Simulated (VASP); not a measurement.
A run of VASP 6.6.1 is set up as follows.

INCAR

```
  PREC = Accurate
  ENCUT = 520
  EDIFF = 1E-6
  ISMEAR = -1
  SIGMA = 0.02
  LREAL = F
  LASPH = T
  NELM = 80
  ALGO = Normal
  ISIF = 2
  LWAVE = F
  LCHARG = F
  GGA = PE
  IVDW = 12
  NBANDS = 35
```

The input KPOINTS:

```
Automatic mesh
0
Gamma
  4 4 4
```

The input POSCAR:

```
SnTe2
1.0
    6.9585660197      0.0000000000      0.0000000000
    0.0000000000      6.9585660197      0.0000000000
    0.0000000000      0.0000000000      4.4179125098
Sn Te
2 4
Direct
    0.0000000000      0.0000000000      0.0000000000
    0.5000000000      0.5000000000      0.5000000000
    0.3023537661      0.3023537661      0.0000000000
    0.1976462339      0.8023537661      0.5000000000
    0.8023537661      0.1976462339      0.5000000000
    0.6976462339      0.6976462339      0.0000000000
```

Potentials or basis: VASP PAW PBE potentials, release 64 (Sn_d, Te).

Command:

```console
$ cat potpaw_PBE.64/Sn_d/POTCAR potpaw_PBE.64/Te/POTCAR > POTCAR
$ mpirun -np 1 vasp_std > vasp.out
```

Q: Predict the pressure.

A: -0.5 GPa.

Q: Predict the largest force.

A: 0.144 eV/Å.

Forces on the atoms (eV/Å):
```
Sn   0.000  0.000  0.000
Sn   0.000  0.000  0.000
Te  -0.102 -0.102  0.000
Te   0.102 -0.102  0.000
Te  -0.102  0.102  0.000
Te   0.102  0.102  0.000
```

Caveat: pairwise dispersion overbinds metals, which lowers pressure and volume.
